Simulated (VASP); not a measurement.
# InSb (F-43m) in VASP: notebook

The runs below take InSb through single point, with PBEsol.

Everything below comes from runs of VASP 6.6.1. Logs are shortened: lines on timing, memory, paths and dates and some standing lists are left out, and cuts for length are marked.

**The experiment to reproduce.**

From “Electronic Structure and Epitaxy of CdTe Shells on InSb Nanowires”, 2021, arxiv:2111.05126, for a bulk crystal of InSb: band gap 0.24 eV.

How close the calculation comes is told below.

## 1. The cell of the first run

Symmetry: F-43m, No. 216, cubic system. The conventional cell has a = 6.520 Å, b = 6.520 Å, c = 6.520 Å, α = 90.00°, β = 90.00°, γ = 90.00°. In (site symmetry -43m) has 4 Sb at 2.82 Å within 3.7 Å. Within 3.7 Å of Sb (site symmetry -43m) lie 4 In at 2.82 Å.

## 2. Single point, PBEsol

INCAR

```
SYSTEM = InSb
PREC = Accurate ; ENCUT = 520
EDIFF = 1E-6 ; ISMEAR = 0
SIGMA = 0.1 ; LREAL = .False.
LASPH = .True. ; NELM = 80
ALGO = Normal ; ISIF = 2
LWAVE = .False. ; LCHARG = .False.
GGA = PS ; NBANDS = 16
```

KPOINTS

```
regular mesh
0
Gamma
  12 12 12
  0 0 0
```

POSCAR

```
InSb
1.0
    0.0000000000      3.2599290600      3.2599290600
    3.2599290600      0.0000000000      3.2599290600
    3.2599290600      3.2599290600      0.0000000000
In Sb
1 1
Direct
    0.0000000000      0.0000000000      0.0000000000
    0.7500000000      0.7500000000      0.7500000000
```

Potentials or basis: VASP PAW PBE potentials, release 64 (In_d, Sb).

Started as:

```
cat potpaw_PBE.64/In_d/POTCAR potpaw_PBE.64/Sb/POTCAR > POTCAR
mpirun -np 1 vasp_std > vasp.out
```

OUTCAR:

```text
SYSTEM = InSb
   PREC = Accurate
   ENCUT = 520
   EDIFF = 1E-6
   ISMEAR = 0
   LREAL = .False.
   LASPH = .True.
   NELM = 80
   ISIF = 2
   GGA = PS

 ion  position               nearest neighbor table
   1  0.000  0.000  0.000-   2 2.82   2 2.82   2 2.82   2 2.82
   2  0.750  0.750  0.750-   1 2.82   1 2.82   1 2.82   1 2.82

  LATTYP: Found a face centered cubic cell.
 ALAT       =     6.5198581200

  Lattice vectors:

 A1 = (   0.0000000000,   3.2599290600,   3.2599290600)
 A2 = (   3.2599290600,   0.0000000000,   3.2599290600)
 A3 = (   3.2599290600,   3.2599290600,   0.0000000000)

Analysis of symmetry for initial positions (statically):
=====================================================================
 Subroutine PRICEL returns:
 Original cell was already a primitive cell.

 Routine SETGRP: Setting up the symmetry group for a
 face centered cubic supercell.

 Subroutine GETGRP returns: Found 24 space group operations
 (whereof 24 operations were pure point group operations)
 out of a pool of 48 trial point group operations.

The static configuration has the point symmetry T_d .

Analysis of symmetry for dynamics (positions and initial velocities):
=====================================================================
 Subroutine PRICEL returns:
 Original cell was already a primitive cell.

 Routine SETGRP: Setting up the symmetry group for a
 face centered cubic supercell.

 Subroutine GETGRP returns: Found 24 space group operations
 (whereof 24 operations were pure point group operations)
 out of a pool of 48 trial point group operations.

The dynamic configuration has the point symmetry T_d .

 Subroutine INISYM returns: Found 24 space group operations
 (whereof 24 operations are pure point group operations),
 and found     1 'primitive' translations

----------------------------------------------------------------------------------------

                                     Primitive cell

  volume of cell :      69.2874

  direct lattice vectors                    reciprocal lattice vectors
     0.000000000  3.259929060  3.259929060    -0.153377571  0.153377571  0.153377571
     3.259929060  0.000000000  3.259929060     0.153377571 -0.153377571  0.153377571
     3.259929060  3.259929060  0.000000000     0.153377571  0.153377571 -0.153377571

  length of vectors
     4.610235889  4.610235889  4.610235889     0.265657745  0.265657745  0.265657745

  position of ions in fractional coordinates (direct lattice)
     0.000000000  0.000000000  0.000000000
     0.750000000  0.750000000  0.750000000

  ion indices of the primitive-cell ions
   primitive index   ion index
                 1           1
                 2           2

----------------------------------------------------------------------------------------

 KPOINTS: regular mesh

Automatic generation of k-mesh.
 Grid dimensions read from file:
 generate k-points for:   12   12   12

 Generating k-lattice:

  Cartesian coordinates                     Fractional coordinates (reciprocal lattice)
    -0.012781464  0.012781464  0.012781464     0.083333333  0.000000000  0.000000000
     0.012781464 -0.012781464  0.012781464     0.000000000  0.083333333  0.000000000
     0.012781464  0.012781464 -0.012781464     0.000000000  0.000000000  0.083333333

  Length of vectors
     0.022138145  0.022138145  0.022138145

  Shift w.r.t. Gamma in fractional coordinates (k-lattice)
     0.000000000  0.000000000  0.000000000

 Subroutine IBZKPT returns following result:
 ===========================================

 Found     72 irreducible k-points:

 Following reciprocal coordinates:
            Coordinates               Weight
  0.000000  0.000000  0.000000      1.000000
  0.083333  0.000000  0.000000      8.000000
  0.166667  0.000000  0.000000      8.000000
  0.250000  0.000000  0.000000      8.000000
  0.333333  0.000000  0.000000      8.000000
  0.416667  0.000000  0.000000      8.000000
[... 16 lines left out ...]
  0.500000  0.166667  0.000000     24.000000
 -0.416667  0.166667  0.000000     24.000000
 [... further k-points ...]
   k-points           NKPTS =     72   k-points in BZ     NKDIM =     72   number of bands    NBANDS=     16
   number of dos      NEDOS =    301   number of ions     NIONS =      2
   total plane-waves  NPLWV =  46656
   dimension x,y,z NGX =    36 NGY =   36 NGZ =   36
   dimension x,y,z NGXF=    72 NGYF=   72 NGZF=   72
   ions per type =               1   1
   NGX,Y,Z   is equivalent  to a cutoff of  12.98, 12.98, 12.98 a.u.
   NGXF,Y,Z  is equivalent  to a cutoff of  25.96, 25.96, 25.96 a.u.
 SYSTEM =  InSb
   PREC   = accura    normal or accurate (medium, high low for compatibility)
   ISTART =      0    job   : 0-new  1-cont  2-samecut
   ICHARG =      2    charge: 1-file 2-atom 10-const
   ISPIN  =      1    spin polarized calculation?
   LNONCOLLINEAR =      F non collinear calculations
   LSORBIT =      F    spin-orbit coupling
   LASPH  =      T    aspherical Exc in radial PAW
   ENCUT  =  520.0 eV  38.22 Ry    6.18 a.u.   8.57  8.57  8.57*2*pi/ulx,y,z
   NELM   =     80;   NELMIN=  2; NELMDL= -5     # of ELM steps
   EDIFF  = 0.1E-05   stopping-criterion for ELM
   LREAL  =      F    real-space projection
   EDIFFG = 0.1E-04   stopping-criterion for IOM
   NSW    =      0    number of steps for IOM
   IBRION =     -1    ionic relax: 0-MD 1-quasi-New 2-CG
   NFREE  =      0    steps in history (QN), initial steepest desc. (CG)
   ISIF   =      2    stress and relaxation
   ISYM   =      2    0-nonsym 1-usesym 2-fastsym
   POTIM  = 0.5000    time-step for ionic-motion
   TEBEG  =    0.0;   TEEND  =   0.0 temperature during run
   PSTRESS=    0.0 pullay stress
   NELECT =      18.0000    total number of electrons
   NUPDOWN=      -1.0000    fix difference up-down
   EMIN   =  10.00;   EMAX   =-10.00  energy-range for DOS
   EFERMI =   0.00;   METHOD = LEGACY
   ISMEAR =     0;   SIGMA  =   0.10  broadening in eV -4-tet -1-fermi 0-gaus
   EFERMI_NEDOS =   21; number of points for ismear=-14 and -15
   IALGO  =     38    algorithm
   IMIX   =      4    mixing-type and parameters
     AMIX     =   0.40;   BMIX     =  1.00
     AMIX_MAG =   1.60;   BMIX_MAG =  1.00
  volume/ion in A,a.u.               =      34.64       233.79
  Fermi-wavevector in a.u.,A,eV,Ry     =   1.044594  1.973996 14.846359  1.091177
  Thomas-Fermi vector in A             =   2.179353
   LORBIT       =      0    0 simple, 1 ext, 2 COOP (PROOUT), +10 PAW based schemes
   GGA     = PS    functional components
   LHFCALC =     F    Hartree Fock is set to
   AEXX    =    0.0000 exact exchange contribution
   IVDW    =     0    specifies the selected vdW correction
   LEPSILON=     F    determine dielectric tensor
   LRPA    =     F    only Hartree local field effects (RPA)
 non-spin polarized calculation
 Gauss-broadening in eV      SIGMA  =   0.10
  energy-cutoff  :      520.00
  volume of cell :       69.29
 maximum number of plane-waves:      1892
 NGX is ok and might be reduce to    36
   NGX = 17   NGY = 17   NGZ = 17

 number of electron      17.9999994 magnetization

 Free energy of the ion-electron system (eV)
  ---------------------------------------------------
  ext. energy  EPLUGINS =         0.00000000
  ---------------------------------------------------
  free energy    TOTEN  =        -7.70077470 eV

  energy without entropy =       -7.70062743  energy(sigma->0) =       -7.70070107

 E-fermi :   4.8207     XC(G=0):  -8.7892

 val. band max:        4.7644276052   @ k =   0.0000   0.0000   0.0000
 cond. band min:       5.2038863260   @ k =   0.5000   0.0000   0.0000
 fundamental gap:      0.4394587207
 Fermi energy:         4.8206561535

 k-point     1 :       0.0000    0.0000    0.0000
  band No.  band energies     occupation
      1      -9.7360      2.00000
      2      -9.7360      2.00000
      3      -9.7360      2.00000
      4      -9.6545      2.00000
      5      -9.6545      2.00000
      6      -5.8661      2.00000
[... 8 lines left out ...]
     15      13.0111      0.00000
     16      13.0111      0.00000

 k-point     2 :       0.0833    0.0000    0.0000
  band No.  band energies     occupation
      1      -9.7391      2.00000
      2      -9.7346      2.00000
      3      -9.7346      2.00000
      4      -9.6547      2.00000
      5      -9.6547      2.00000
      6      -5.8041      2.00000
[... 8 lines left out ...]
     15      12.4656      0.00000
     16      12.4656      0.00000

 k-point     3 :       0.1667    0.0000    0.0000
  band No.  band energies     occupation
      1      -9.7476      2.00000
      2      -9.7308      2.00000
      3      -9.7308      2.00000
      4      -9.6549      2.00000
      5      -9.6549      2.00000
      6      -5.6230      2.00000
[... 8 lines left out ...]
     15      12.0303      0.00000
     16      12.0303      0.00000

 k-point     4 :       0.2500    0.0000    0.0000
  band No.  band energies     occupation
      1      -9.7590      2.00000
      2      -9.7261      2.00000
      3      -9.7261      2.00000
      4      -9.6547      2.00000
      5      -9.6547      2.00000
      6      -5.3402      2.00000
[... 8 lines left out ...]
     15      11.9990      0.00000
     16      11.9990      0.00000

 k-point     5 :       0.3333    0.0000    0.0000
  band No.  band energies     occupation
      1      -9.7703      2.00000
      2      -9.7218      2.00000
      3      -9.7218      2.00000
      4      -9.6541      2.00000
      5      -9.6541      2.00000
      6      -4.9959      2.00000
[... 8 lines left out ...]
     15      12.4364      0.00000
     16      12.4364      0.00000

 k-point     6 :       0.4167    0.0000    0.0000
  band No.  band energies     occupation
      1      -9.7785      2.00000
      2      -9.7190      2.00000
      3      -9.7190      2.00000
      4      -9.6533      2.00000
      5      -9.6533      2.00000
      6      -4.6781      2.00000
[... 8 lines left out ...]
     15      13.2232      0.00000
     16      13.2232      0.00000

 k-point     7 :       0.5000    0.0000    0.0000
  band No.  band energies     occupation
      1      -9.7815      2.00000
      2      -9.7181      2.00000
      3      -9.7181      2.00000
      4      -9.6529      2.00000
      5      -9.6529      2.00000
      6      -4.5389      2.00000
[... 8 lines left out ...]
     15      13.8625      0.00000
     16      13.8625      0.00000

 k-point     8 :       0.0833    0.0833    0.0000
  band No.  band energies     occupation
      1      -9.7417      2.00000
      2      -9.7332      2.00000
      3      -9.7332      2.00000
      4      -9.6555      2.00000
      5      -9.6540      2.00000
      6      -5.7834      2.00000
[... 8 lines left out ...]
     15      11.8458      0.00000
     16      13.0810      0.00000

 k-point     9 :       0.1667    0.0833    0.0000
  band No.  band energies     occupation
      1      -9.7490      2.00000
      2      -9.7302      2.00000
      3      -9.7295      2.00000
      4      -9.6565      2.00000
      5      -9.6535      2.00000
      6      -5.6417      2.00000
[... 8 lines left out ...]
     15      11.5834      0.00000
     16      12.7293      0.00000
[... 172 lines left out ...]
 k-point    19 :       0.1667    0.1667    0.0000
  band No.  band energies     occupation
      1      -9.7568      2.00000
      2      -9.7258      2.00000
      3      -9.7258      2.00000
      4      -9.6584      2.00000
      5      -9.6524      2.00000
      6      -5.5405      2.00000
[... 8 lines left out ...]
     15      11.9918      0.00000
     16      13.2899      0.00000

 k-point    20 :       0.2500    0.1667    0.0000
  band No.  band energies     occupation
      1      -9.7664      2.00000
      2      -9.7213      2.00000
      3      -9.7207      2.00000
      4      -9.6600      2.00000
      5      -9.6515      2.00000
      6      -5.3282      2.00000
[... 8 lines left out ...]
     15      12.6910      0.00000
     16      13.2139      0.00000

 k-point    21 :       0.3333    0.1667    0.0000
  band No.  band energies     occupation
      1      -9.7757      2.00000
      2      -9.7178      2.00000
      3      -9.7160      2.00000
      4      -9.6607      2.00000
      5      -9.6509      2.00000
      6      -5.0281      2.00000
[... 8 lines left out ...]
     15      12.9629      0.00000
     16      13.3856      0.00000

 k-point    22 :       0.4167    0.1667    0.0000
  band No.  band energies     occupation
      1      -9.7831      2.00000
      2      -9.7154      2.00000
      3      -9.7128      2.00000
      4      -9.6599      2.00000
      5      -9.6509      2.00000
      6      -4.6928      2.00000
[... 8 lines left out ...]
     15      13.2399      0.00000
     16      13.9361      0.00000

 k-point    23 :       0.5000    0.1667    0.0000
  band No.  band energies     occupation
      1      -9.7870      2.00000
      2      -9.7143      2.00000
      3      -9.7116      2.00000
      4      -9.6581      2.00000
      5      -9.6517      2.00000
      6      -4.4303      2.00000
[... 8 lines left out ...]
     15      13.6205      0.00000
     16      13.9596      0.00000

 k-point    24 :      -0.4167    0.1667    0.0000
  band No.  band energies     occupation
      1      -9.7866      2.00000
      2      -9.7143      2.00000
      3      -9.7125      2.00000
      4      -9.6560      2.00000
      5      -9.6535      2.00000
      6      -4.3889      2.00000
[... 8 lines left out ...]
     15      12.9391      0.00000
     16      13.1982      0.00000

 [... further k-points ...]
[... 5 lines left out ...]
  --------------------------------------------------------------------------------------
  -------------------------------------------------------------------------------------
  Total       -0.0010489     -0.0010489     -0.0010489      0.0000000      0.0000000     -0.0000000
  in kB       -0.0242533     -0.0242533     -0.0242533      0.0000000      0.0000000     -0.0000000
  external PRESSURE =      -0.0242533 kB  Pullay stress =       0.0000000 kB

 VOLUME and BASIS-vectors are now :
 -----------------------------------------------------------------------------
  energy-cutoff  :      520.00
  volume of cell :       69.29
      direct lattice vectors                 reciprocal lattice vectors
     0.000000000  3.259929060  3.259929060    -0.153377571  0.153377571  0.153377571
     3.259929060  0.000000000  3.259929060     0.153377571 -0.153377571  0.153377571
     3.259929060  3.259929060  0.000000000     0.153377571  0.153377571 -0.153377571

 POSITION                                       TOTAL-FORCE (eV/Angst)
 -----------------------------------------------------------------------------------
      0.00000      0.00000      0.00000         0.000000      0.000000      0.000000
      4.88989      4.88989      4.88989        -0.000000     -0.000000     -0.000000
 -----------------------------------------------------------------------------------
    total drift:                                0.000000      0.000000      0.000000

  FREE ENERGIE OF THE ION-ELECTRON SYSTEM (eV)
  ---------------------------------------------------
  free  energy   TOTEN  =        -7.7007747040 eV

  energy  without entropy=       -7.7006274285  energy(sigma->0) =       -7.70070107
```

Run time: 78 s. Hardware: 1 thread of Intel Xeon Platinum 8259CL at 2.50GHz (Skylake/Cascade Lake), shared host; peak memory 0.25 GiB.

Results:

```
Free energy            : -7.7008 eV
Pressure               : 0.0 GPa
Band gap on the k mesh : zero (filled and empty bands touch)
```

Caveat: the PAW data sets were made with another functional, which shifts forces and pressure a little; spin-orbit coupling is left out, which moves the levels of the heavy elements.

(Continued in part 2 of 2.)
